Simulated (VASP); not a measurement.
Set up this calculation in VASP 6.6.1, as the native input.

```
Task                   : single point
Functional             : RPBE
Potentials or basis    : VASP PAW PBE potentials, release 64 (Ru_pv)
Cutoff                 : 520 eV
k mesh                 : 11 × 11 × 11
Occupations            : fermi-dirac, width 0.1 eV
Spin                   : no spin polarisation
Dipole correction      : no
Further INCAR settings : ALGO = Normal; EDIFF = 1e-06; NBANDS = 21
```

The structure of Ru lies in POSCAR:

```
Ru
1.0
    0.0000000000      2.8494247737      2.8494247737
    2.8494247737      0.0000000000      2.8494247737
    2.8494247737      2.8494247737      0.0000000000
Ru
2
Direct
    0.1250000000      0.1250000000      0.1250000000
    0.8750000000      0.8750000000      0.8750000000
```

This cell differs from its parent crystal: volume scaled by 1.12.

The input as run:

INCAR

```
SYSTEM = Ru
PREC = Accurate ; ENCUT = 520
EDIFF = 1E-6 ; ISMEAR = -1
SIGMA = 0.1 ; LREAL = .False.
LASPH = .True. ; NELM = 100
ALGO = Normal ; ISIF = 2
LWAVE = .False. ; LCHARG = .False.
GGA = RP ; NBANDS = 21
```

KPOINTS

```
regular mesh
0
Gamma
  11 11 11
  0 0 0
```

Potentials or basis: VASP PAW PBE potentials, release 64 (Ru_pv).

The run is started by

```sh
$ cat potpaw_PBE.64/Ru_pv/POTCAR > POTCAR
$ mpirun -np 1 vasp_std > vasp.out
```

Results of the run:

```yaml
Pressure: -13.0 GPa
Band_gap_on_the_k_mesh: zero (band 14 reaches 5.88 eV, above the bottom of band 15 at 5.17 eV)
```

Caveat: the PAW data sets were made with another functional, which shifts forces and pressure a little.

Wall time 39 s on 1 thread of Intel(R) Xeon(R) Platinum 8259CL CPU @ 2.50GHz (Skylake/Cascade Lake), on a shared host, peak memory 0.19 GiB.
